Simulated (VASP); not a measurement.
Set up this calculation in VASP 6.6.1, as the native input.

```yaml
Task: single point
Functional: PBEsol
Potentials_or_basis: VASP PAW PBE potentials, release 64 (Ti_sv)
Cutoff: 520 eV
k_mesh: 7 × 7 × 10
Occupations: gaussian, width 0.15 eV
Spin: no spin polarisation
Dipole_correction: no
Further_INCAR_settings: ALGO = Normal; EDIFF = 1e-06; NBANDS = 25
```

The structure of Ti lies in POSCAR:

```
Ti
1.0
    4.6605332576      0.0000000000      0.0000000000
   -2.3302666288      4.0361403407      0.0000000000
    0.0000000000      0.0000000000      2.8571095188
Ti
3
Direct
    0.0000000000      0.0000000000      0.0000000000
    0.3333333333      0.6666666667      0.5000000000
    0.6666666667      0.3333333333      0.5000000000
```

These files were run (other wordings do the same):

INCAR

```
  ALGO = Normal
  EDIFF = 1E-6
  ENCUT = 520
  GGA = PS
  ISIF = 2
  ISMEAR = 0
  LASPH = T
  LCHARG = F
  LREAL = F
  LWAVE = F
  NBANDS = 25
  NELM = 60
  PREC = Accurate
  SIGMA = 0.15
```

KPOINTS

```
k-points
0
Gamma
  7 7 10
```

Potentials or basis: VASP PAW PBE potentials, release 64 (Ti_sv).

The run is started by

```sh
$ cat potpaw_PBE.64/Ti_sv/POTCAR > POTCAR
$ mpirun -np 1 vasp_std > vasp.out
```

It gave:

| Quantity | Value |
| --- | --- |
| Pressure | -8.8 GPa |
| Band gap on the k mesh | zero (band 18 reaches 7.92 eV, above the bottom of band 19 at 7.68 eV) |

Caveat: the PAW data sets were made with another functional, which shifts forces and pressure a little.

Run time: 61 s on 1 thread of Intel(R) Xeon(R) 6975P-C (Granite Rapids), on a shared host, peak memory 0.19 GiB.
